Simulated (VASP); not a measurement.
# BaTiO3 (Cm) in VASP: single point with PBE

Aim: the single point of BaTiO3 with PBE.

Program: VASP 6.6.1. These are calculated values, not measurements. Logs are shortened: lines on timing, memory, paths and dates and some standing lists are left out, and cuts for length are marked.

### Step 1. The cell of the first run

Symmetry: Cm, No. 8, monoclinic system. Conventional cell: a = 5.684 Å, b = 5.684 Å, c = 4.019 Å, α = 90.00°, β = 90.00°, γ = 90.00°. Within 3.5 Å of Ba (site symmetry m) lie 12 O at 2.65 to 3.05 Å and 8 Ti at 3.48 Å. Within 2.4 Å of Ti (site symmetry m) lie 6 O at 1.82 to 2.22 Å. Within 2.4 Å of O (site symmetry m) lie 2 Ti at 1.82 to 2.22 Å. O (site symmetry 1) has 2 Ti at 2.01 Å and 1 O at 2.60 Å within 2.7 Å.

### Step 2. Single point, PBE (atom 3 (O) moved by (-0.200, -0.200) A along [1 1 0] and z)

File INCAR:

```
SYSTEM = BaTiO3
PREC = Accurate
ENCUT = 520
EDIFF = 1E-6
ISMEAR = 0
SIGMA = 0.05
LREAL = .FALSE.
LASPH = .TRUE.
NELM = 60
ALGO = Normal
ISIF = 2
LWAVE = .FALSE.
LCHARG = .FALSE.
GGA = PE
NBANDS = 28
```

File KPOINTS:

```
Automatic mesh
0
G
  8 8 8
  0 0 0
```

File POSCAR:

```
BaTiO3
1.0
    4.0192318615      0.0000000000      0.0000000000
    0.0000000000      4.0192318615      0.0000000000
    0.0000000000      0.0000000000      4.0192813204
Ba Ti O
1 1 3
Direct
    0.0000000000      0.0000000000      0.0000000000
    0.5000000000      0.5000000000      0.5000000000
    0.4648138348      0.4648138348     -0.0497601397
    0.5000000000      0.0000000000      0.5000000000
    0.0000000000      0.5000000000      0.5000000000
```

Potentials or basis: VASP PAW PBE potentials, release 64 (Ba_sv, Ti_sv, O).

Launch:

```
cat potpaw_PBE.64/Ba_sv/POTCAR potpaw_PBE.64/Ti_sv/POTCAR potpaw_PBE.64/O/POTCAR > POTCAR
mpirun -np 1 vasp_std > vasp.out
```

OUTCAR:

```text
SYSTEM = BaTiO3
   PREC = Accurate
   ENCUT = 520
   EDIFF = 1E-6
   ISMEAR = 0
   LREAL = .FALSE.
   LASPH = .TRUE.
   NELM = 60
   ISIF = 2
   GGA = PE

 ion  position               nearest neighbor table
   1  0.000  0.000  0.000-   3 2.65   4 2.84   5 2.84   4 2.84   5 2.84   5 2.84   5 2.84   4 2.84
                             4 2.84   3 2.86   3 2.86   3 3.05   2 3.48   2 3.48   2 3.48   2 3.48
   2  0.500  0.500  0.500-   3 1.82   4 2.01   5 2.01   4 2.01   5 2.01   3 2.22   1 3.48   1 3.48
                             1 3.48   1 3.48   1 3.48   1 3.48   1 3.48   1 3.48
   3  0.465  0.465  0.950-   2 1.82   2 2.22   1 2.65   1 2.86   1 2.86   1 3.05
   4  0.500  0.000  0.500-   2 2.01   2 2.01   1 2.84   1 2.84   1 2.84   1 2.84
   5  0.000  0.500  0.500-   2 2.01   2 2.01   1 2.84   1 2.84   1 2.84   1 2.84

  LATTYP: Found a simple tetragonal cell.
 ALAT       =     4.0192318615
 C/A-ratio  =     1.0000123056

  Lattice vectors:

 A1 = (   4.0192318615,   0.0000000000,   0.0000000000)
 A2 = (   0.0000000000,   4.0192318615,   0.0000000000)
 A3 = (   0.0000000000,   0.0000000000,   4.0192813204)

Analysis of symmetry for initial positions (statically):
=====================================================================
 Subroutine PRICEL returns:
 Original cell was already a primitive cell.

 Routine SETGRP: Setting up the symmetry group for a
 simple tetragonal supercell.

 Subroutine GETGRP returns: Found  2 space group operations
 (whereof  2 operations were pure point group operations)
 out of a pool of 16 trial point group operations.

The static configuration has the point symmetry C_1h.

Analysis of symmetry for dynamics (positions and initial velocities):
=====================================================================
 Subroutine PRICEL returns:
 Original cell was already a primitive cell.

 Routine SETGRP: Setting up the symmetry group for a
 simple tetragonal supercell.

 Subroutine GETGRP returns: Found  2 space group operations
 (whereof  2 operations were pure point group operations)
 out of a pool of 16 trial point group operations.

The dynamic configuration has the point symmetry C_1h.

 Subroutine INISYM returns: Found  2 space group operations
 (whereof  2 operations are pure point group operations),
 and found     1 'primitive' translations

[... 100 lines left out ...]
   EDIFF  = 0.1E-05   stopping-criterion for ELM
   LREAL  =      F    real-space projection
   EDIFFG = 0.1E-04   stopping-criterion for IOM
   NSW    =      0    number of steps for IOM
   IBRION =     -1    ionic relax: 0-MD 1-quasi-New 2-CG
   NFREE  =      0    steps in history (QN), initial steepest desc. (CG)
   ISIF   =      2    stress and relaxation
   ISYM   =      2    0-nonsym 1-usesym 2-fastsym
   POTIM  = 0.5000    time-step for ionic-motion
   TEBEG  =    0.0;   TEEND  =   0.0 temperature during run
   PSTRESS=    0.0 pullay stress
   NELECT =      40.0000    total number of electrons
   NUPDOWN=      -1.0000    fix difference up-down
   EMIN   =  10.00;   EMAX   =-10.00  energy-range for DOS
   EFERMI =   0.00;   METHOD = LEGACY
   ISMEAR =     0;   SIGMA  =   0.05  broadening in eV -4-tet -1-fermi 0-gaus
   EFERMI_NEDOS =   21; number of points for ismear=-14 and -15
   IALGO  =     38    algorithm
   IMIX   =      4    mixing-type and parameters
     AMIX     =   0.40;   BMIX     =  1.00
     AMIX_MAG =   1.60;   BMIX_MAG =  1.00
  volume/ion in A,a.u.               =      12.99        87.63
  Fermi-wavevector in a.u.,A,eV,Ry     =   1.392996  2.632381 26.401274  1.940439
  Thomas-Fermi vector in A             =   2.516685
   LORBIT       =      0    0 simple, 1 ext, 2 COOP (PROOUT), +10 PAW based schemes
   GGA     = PE    functional components
   LHFCALC =     F    Hartree Fock is set to
   AEXX    =    0.0000 exact exchange contribution
   IVDW    =     0    specifies the selected vdW correction
   LEPSILON=     F    determine dielectric tensor
   LRPA    =     F    only Hartree local field effects (RPA)
 non-spin polarized calculation
 Gauss-broadening in eV      SIGMA  =   0.05
  energy-cutoff  :      520.00
  volume of cell :       64.93
 maximum number of plane-waves:      1775
 NGX is ok and might be reduce to    30
   NGX = 15   NGY = 15   NGZ = 15

 number of electron      39.9999976 magnetization

 Free energy of the ion-electron system (eV)
  ---------------------------------------------------
  ext. energy  EPLUGINS =         0.00000000
  ---------------------------------------------------
  free energy    TOTEN  =       -39.75116374 eV

  energy without entropy =      -39.75116374  energy(sigma->0) =      -39.75116374

 E-fermi :   4.0190     XC(G=0): -11.1773

 val. band max:        3.8229429729   @ k =   0.5000   0.5000   0.5000
 cond. band min:       5.6147130712   @ k =   0.0000   0.0000   0.0000
 fundamental gap:      1.7917700983
 Fermi energy:         4.0189978698

 k-point     1 :       0.0000    0.0000    0.0000
  band No.  band energies     occupation
      1     -52.7682      2.00000
      2     -29.0767      2.00000
      3     -28.9695      2.00000
      4     -28.9675      2.00000
      5     -21.1244      2.00000
      6     -13.1374      2.00000
[... 733 lines left out ...]
     27       9.4269      0.00000
     28      11.4696      0.00000

 [... further k-points ...]

------------------------ aborting loop because EDIFF is reached ----------------------------------------

  FORCE on cell =-STRESS in cart. coord.  units (eV):
  Direction    XX          YY          ZZ          XY          YZ          ZX
  --------------------------------------------------------------------------------------
  -------------------------------------------------------------------------------------
  Total        1.4210345      1.4210345      2.8720383      0.1197082      0.2710990      0.2710975
  in kB       35.0655523     35.0655523     70.8706282      2.9539274      6.6896590      6.6896225
  external PRESSURE =      47.0005776 kB  Pullay stress =       0.0000000 kB

 VOLUME and BASIS-vectors are now :
 -----------------------------------------------------------------------------
  energy-cutoff  :      520.00
  volume of cell :       64.93
      direct lattice vectors                 reciprocal lattice vectors
     4.019231861  0.000000000  0.000000000     0.248803760  0.000000000  0.000000000
     0.000000000  4.019231861  0.000000000     0.000000000  0.248803760  0.000000000
     0.000000000  0.000000000  4.019281320     0.000000000  0.000000000  0.248800699

 POSITION                                       TOTAL-FORCE (eV/Angst)
 -----------------------------------------------------------------------------------
      0.00000      0.00000      0.00000        -0.164341     -0.164341     -0.210406
      2.00962      2.00962      2.00964        -0.051254     -0.051254      0.459528
      1.86819      1.86819      3.81928         0.781155      0.781155      1.486280
      2.00962      0.00000      2.00964         0.086433     -0.651993     -0.867701
      0.00000      2.00962      2.00964        -0.651993      0.086433     -0.867701
 -----------------------------------------------------------------------------------
    total drift:                               -0.000066     -0.000066     -0.000021

  FREE ENERGIE OF THE ION-ELECTRON SYSTEM (eV)
  ---------------------------------------------------
  free  energy   TOTEN  =       -39.7511637359 eV

  energy  without entropy=      -39.7511637358  energy(sigma->0) =      -39.75116374
```

stdout:

```text
POSCAR found type information on POSCAR BaTiO
 POSCAR found :  3 types and       5 ions
 scaLAPACK will be used
 LDA part: xc-table for (Slater+PW92), standard interpolation
 POSCAR, INCAR and KPOINTS ok, starting setup
 FFT: planning ... GRIDC
 FFT: planning ... GRID_SOFT
 FFT: planning ... GRID
 WAVECAR not read
 entering main loop
```

It took 3 min on 1 thread of AMD EPYC 9R45 (Zen 5), shared host; peak memory 0.34 GiB.

What came out:

| Property | Result |
| --- | --- |
| Free energy | -39.7512 eV |
| Pressure | 4.7 GPa |
| Largest force | 1.852 eV/Å |
| Band gap on the k mesh | 1.79 eV, indirect (least direct gap 2.09 eV) |

Forces in eV/Å, atoms in the order of the input:
```
Ba  -0.164 -0.164 -0.210
Ti  -0.051 -0.051  0.460
O    0.781  0.781  1.486
O    0.086 -0.652 -0.868
O   -0.652  0.086 -0.868
```

Stress tensor (GPa, compression positive):
```
3.51 0.30 0.67
0.30 3.51 0.67
0.67 0.67 7.09
```

Levels at points of the mesh, in eV from the valence-band top:
```csv
k point,band 18,band 19,band 20,band 21,band 22,band 23
"(0.00, 0.00, 0.00)",-0.48,-0.32,-0.30,1.79,2.00,2.29
"(0.50, 0.00, 0.00)",-1.57,-0.91,-0.87,2.18,3.49,3.53
"(0.50, 0.50, 0.00)",-0.96,-0.95,-0.09,3.55,3.63,3.92
"(0.00, 0.00, 0.50)",-1.63,-0.71,-0.71,1.94,3.36,3.50
"(0.50, 0.00, 0.50)",-0.91,-0.88,-0.17,3.46,3.52,3.88
"(0.50, 0.50, 0.50)",-0.17,-0.08,0.00,4.05,4.14,4.16
```

Caveat: the cell differs from its parent crystal (atom 3 (O) moved by (-0.200, -0.200) A along [1 1 0] and z); spin-orbit coupling is left out, which moves the levels of the heavy elements; forces of over 1 eV/Å act on the atoms, so gaps and moduli don't describe the material at rest. A k mesh can miss the band edges.
